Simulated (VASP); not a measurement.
HfO2:

```
Hf O
1.0
     3.55802    0.00000    0.00000
     0.00000    3.55802    0.00000
     0.00000    0.00000    5.17186
Hf O
2 4
Direct
  0.00000 0.00000 0.00000
  0.50000 0.50000 0.50000
  0.00000 0.50000 0.19721
  0.50000 0.00000 0.30279
  0.50000 0.00000 0.80279
  0.00000 0.50000 0.69721
```

Program: VASP 6.6.1. Alike in all runs: task single point; potentials or basis VASP PAW PBE potentials, release 64 (Hf_pv, O); cell as given; cutoff (eV) 520; smearing fermi-dirac 0.05 eV.

Question: Order these runs on this cell by their pressure, lowest first.
A. level r2SCAN; spin off; k mesh 8 × 8 × 5
B. level revPBE; spin off; k mesh 8 × 8 × 5
C. level PBE; spin off; k mesh 6 × 6 × 5
D. level PBEsol; spin non-collinear, zero start, SOC; k mesh 6 × 6 × 4
E. level BLYP; spin off; k mesh 8 × 8 × 5

Answer: D (-1.3 GPa), A (0.4 GPa), C (6.5 GPa), B (10.2 GPa), E (14.1 GPa).

Caveats: the PAW data sets were made with another functional, which shifts forces and pressure a little (at least some runs); the cell stands under pressure (at least some runs).
